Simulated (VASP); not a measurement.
Write the native input for VASP 6.6.1 that does the following.

| Quantity | Value |
| --- | --- |
| Task | single point |
| Functional | LDA |
| Potentials or basis | VASP PAW LDA potentials, release 64 (S, Li_sv) |
| Cutoff | 750 eV |
| k mesh | 7 × 7 × 7 |
| Occupations | fermi-dirac, width 0.05 eV |
| Spin | no spin polarisation |
| Dipole correction | no |
| Further INCAR settings | ALGO = Normal; EDIFF = 1e-06; NBANDS = 13 |

The structure of Li2S lies in POSCAR:

```
Li2S
1.0
    0.0000000000      2.8819319242      2.8819319242
    2.8819319242      0.0000000000      2.8819319242
    2.8819319242      2.8819319242      0.0000000000
S Li
1 2
Direct
    0.0000000000      0.0000000000      0.0000000000
    0.7500000000      0.7500000000      0.7500000000
    0.2500000000      0.2500000000      0.2500000000
```

One way to write it, as run:

INCAR

```
PREC = Accurate ; ENCUT = 750
EDIFF = 1E-6 ; ISMEAR = -1
SIGMA = 0.05 ; LREAL = F
LASPH = T ; NELM = 120
ALGO = Normal ; ISIF = 2
LWAVE = F ; LCHARG = T
LELF = T ; LVHAR = T
NBANDS = 13 ; GGA_COMPAT = F
```

KPOINTS

```
Automatic mesh
0
Gamma
  7 7 7
```

Potentials or basis: VASP PAW LDA potentials, release 64 (S, Li_sv).

The run is started by

```bash
$ cat potpaw_LDA.64/S/POTCAR potpaw_LDA.64/Li_sv/POTCAR > POTCAR
$ mpirun -np 1 vasp_std > vasp.out
```

It gave:

```
Pressure               : -4.0 GPa
Band gap on the k mesh : 3.33 eV (least direct gap 3.89 eV)
```

Caveat: the cell stands under tension; an odd mesh through Γ misses points on the zone boundary, where band edges can lie.

Wall time 17 s on 1 thread of Intel(R) Xeon(R) Platinum 8259CL CPU @ 2.50GHz (Skylake/Cascade Lake) (shared host), peak memory 0.17 GiB.
